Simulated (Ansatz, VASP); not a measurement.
## BN in VASP and in Ansatz

File POSCAR:

```
BN
1.0
    1.2646148813     -2.2047553073     -0.0250813888
   -3.7133898852     -2.1583047308     -0.0352998298
   -0.0140431888     -0.0877113162     -6.8452402074
B N
4 4
Direct
    0.5481292374      0.8404169994      0.7450103312
   -0.0096794570      0.3052464427      0.7853839954
    1.0735076220      0.6763077876      0.2372987184
    0.4684640344      0.1169720360      0.2525704511
    0.4164862048      0.8488744086      0.2407044516
   -0.0574784249      0.3258720001      0.2326929850
    1.1038904468      0.6883225387      0.7768990425
    0.4566803365      0.1979877869      0.7294400248
```

The input INCAR.step1:

```
ALGO = Normal ; EDIFF = 1E-4
ENCUT = 600 ; GGA = PE
ISMEAR = 0 ; LASPH = True
LCHARG = False ; LREAL = False
LUSENCCL = False ; LWAVE = True
NELM = 60 ; PREC = Accurate
SIGMA = 0.1
```

INCAR.step2

```
ALGO = Normal ; EDIFF = 1E-6
EDIFFG = -0.015 ; ENCUT = 600
IBRION = 2 ; ISIF = 3
ISMEAR = 0 ; ISTART = 1
LASPH = True ; LCHARG = False
LMIXTAU = True ; LREAL = False
LUSENCCL = False ; LWAVE = False
METAGGA = R2SCAN ; NELM = 60
NSW = 100 ; PREC = Accurate
SIGMA = 0.1
```

Contents of KPOINTS:

```
k-points
0
Gamma
  8 4 4
```

Input for Ansatz:

```yaml
crystal:
  lattice:
    - [1.2646148813, -2.2047553073, -0.0250813888]
    - [-3.7133898852, -2.1583047308, -0.0352998298]
    - [-0.0140431888, -0.0877113162, -6.8452402074]
  atoms:
    - { symbol: B, position: [0.5481292374, 0.8404169994, 0.7450103312] }
    - { symbol: B, position: [-0.009679457, 0.3052464427, 0.7853839954] }
    - { symbol: B, position: [1.073507622, 0.6763077876, 0.2372987184] }
    - { symbol: B, position: [0.4684640344, 0.116972036, 0.2525704511] }
    - { symbol: "N", position: [0.4164862048, 0.8488744086, 0.2407044516] }
    - { symbol: "N", position: [-0.0574784249, 0.3258720001, 0.232692985] }
    - { symbol: "N", position: [1.1038904468, 0.6883225387, 0.7768990425] }
    - { symbol: "N", position: [0.4566803365, 0.1979877869, 0.7294400248] }
basis:
  ecutwfc: 500
kpoints:
  mp_grid: { grid: [8, 4, 4] }
hamiltonian:
  xc: r2scan
scf:
  occupations: { method: gaussian, width: 0.1 }
output:
  forces: true
  stress: true
  eigenvalues: true
relax:
  adjacent_minimum: "off"
  f_tol: 0.015
  max_steps: 120
  cell: { stress_tol: 0.15 }
```

Change from the starting cell: structure listed in a database for this formula (P6_3/mmc, No. 194); cell x2, atoms moved at random (sigma 0.15 Å) and cell strained at random (1.5 %), then relaxed without symmetry.

Alike in both runs: task relaxation of cell and atoms; functional r2SCAN; k mesh 8 × 4 × 4; occupations gaussian, width 0.1 eV; no spin polarisation.

|  | VASP | Ansatz |
| --- | --- | --- |
| version | VASP 6.6.1 | Ansatz 0.2.0 |
| potentials or method | VASP PAW PBE potentials, release 64 (B, N), cutoff 600 eV | scalar-relativistic, plane waves, PAW |
| valence electrons in the cell | 32 | 32 |

Ansatz gave:

- gap on the k mesh at the Fermi level, each at its own relaxed structure (eV): 4.84
- relaxed volume (Å³/atom): 9.33
- relaxed length of the cell vector where the two differ most in proportion (Å): 6.887

**Question.** Estimate VASP's values.

**Answer.** gap on the k mesh at the Fermi level, each at its own relaxed structure (eV): 4.81; relaxed volume (Å³/atom): 9.29; relaxed length of the cell vector where the two differ most in proportion (Å): 6.848.

VASP's potentials were made for PBE, not for r2SCAN.
